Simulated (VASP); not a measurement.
Input of a VASP 6.6.1 run:

The input INCAR:

```
ALGO     = Normal         # electronic algorithm
EDIFF    = 1E-6           # SCF threshold, eV
ENCUT    = 520            # plane-wave cutoff, eV
GGA      = PS             # functional
ISIF     = 2              # what is computed and relaxed
ISMEAR   = 0              # smearing method
LASPH    = True           # aspherical terms in the spheres
LCHARG   = False          # write CHGCAR
LREAL    = False          # projectors in reciprocal space
LWAVE    = False          # write WAVECAR
NBANDS   = 38             # bands
NELM     = 80             # most SCF steps
PREC     = Accurate       # precision mode
SIGMA    = 0.1            # smearing width, eV
```

Contents of KPOINTS:

```
k-points
0
Gamma
  8 8 10
```

POSCAR

```
Zr2N
1.0
    5.3130381318      0.0000000000      0.0000000000
    0.0000000000      5.3130381318      0.0000000000
    0.0000000000      0.0000000000      3.2429354666
Zr N
4 2
Direct
    0.2956062211      0.2956062211      0.0000000000
    0.7043937789      0.7043937789      0.0000000000
    0.7956062211      0.2043937789      0.5000000000
    0.2043937789      0.7956062211      0.5000000000
    0.0000000000      0.0000000000      0.0000000000
    0.5000000000      0.5000000000      0.5000000000
```

Potentials or basis: VASP PAW PBE potentials, release 64 (Zr_sv, N).

Command:

```sh
$ cat potpaw_PBE.64/Zr_sv/POTCAR potpaw_PBE.64/N/POTCAR > POTCAR
$ mpirun -np 1 vasp_std > vasp.out
```

(1) What does it give for the largest force?

(2) Predict the pressure.

Results:

(1) 0.006 eV/Å.

(2) 6.3 GPa.

Caveat: the cell stands under pressure; the PAW data sets were made with another functional, which shifts forces and pressure a little.
